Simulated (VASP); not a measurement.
**La: relaxation of cell and atoms with PBEsol**

The system is La.

```
CELL_PARAMETERS angstrom
0.00000 3.32489 3.32489
3.32489 0.00000 3.32489
3.32489 3.32489 0.00000
ATOMIC_POSITIONS crystal
La 0.87500 0.87500 0.87500
La 0.12500 0.12500 0.12500
```

This isn't the form of La at room conditions, which is double hcp.

```
Program                : VASP 6.6.1
Task                   : relaxation of cell and atoms
Functional             : PBEsol
Potentials or basis    : VASP PAW PBE potentials, release 64 (La)
Cutoff                 : 600 eV
k mesh                 : 10 × 10 × 10
Occupations            : fermi-dirac, width 0.08 eV
Spin                   : no spin polarisation
Target pressure        : 4 GPa
Dipole correction      : no
Further INCAR settings : ALGO = Normal; EDIFF = 1e-07; IBRION = 2; EDIFFG = -0.005; NSW = 60; ISIF = 3
```

```json
{
 "Relaxed volume": "33.23 Å³/atom",
 "Relaxed cell": "a = 4.547 Å, b = 4.547 Å, c = 4.547 Å, α = 60.00°, β = 60.00°, γ = 60.00°",
 "Space group after relaxing (to 0.1 Å)": "Fd-3m (No. 227)",
 "Energy change on relaxing (the run minimises the enthalpy)": "+16.9 meV/atom",
 "Ionic steps": "4",
 "Pressure after relaxing": "4.0 GPa",
 "Band gap on the k mesh": "zero (bands 11 and 12 overlap by 0.19 eV)"
}
```

The path:
| step | energy change (eV) | largest force (eV/Å) | pressure (GPa) | volume (Å³) |
| --- | --- | --- | --- | --- |
| 1 | 0.0000 | 0.0000 | -1.83 | 73.51 |
| 2 | 0.3600 | 0.0000 | 13.51 | 60.19 |
| 3 | 0.0305 | 0.0000 | 3.86 | 66.60 |
| 4 | 0.0338 | 0.0000 | 4.01 | 66.47 |

Final structure:
```
CELL_PARAMETERS angstrom
0.00000 3.21510 3.21510
3.21510 0.00000 3.21510
3.21510 3.21510 0.00000
ATOMIC_POSITIONS crystal
La 0.87500 0.87500 0.87500
La 0.12500 0.12500 0.12500
```

Levels at points of the mesh, in eV from the Fermi level:
| k point | band 9 | band 10 | band 11 | band 12 | band 13 | band 14 |
| --- | --- | --- | --- | --- | --- | --- |
| (0.00, 0.00, 0.00) | -2.34 | -0.86 | -0.86 | 1.00 | 1.00 | 1.00 |
| (0.50, 0.00, 0.00) | -1.31 | -0.69 | -0.69 | -0.12 | 0.06 | 0.06 |
| (0.50, 0.50, 0.00) | -1.90 | -1.90 | -0.15 | -0.15 | 0.79 | 0.79 |

Wall time 11 min on 1 thread of Intel Xeon 8259CL (shared host), peak memory 0.3 GiB.

Caveat: the cell is relaxed towards a set pressure, so the run minimises the enthalpy, not the energy; the PAW data sets were made with another functional, which shifts forces and pressure a little; spin-orbit coupling is left out, which moves the levels of the heavy elements.
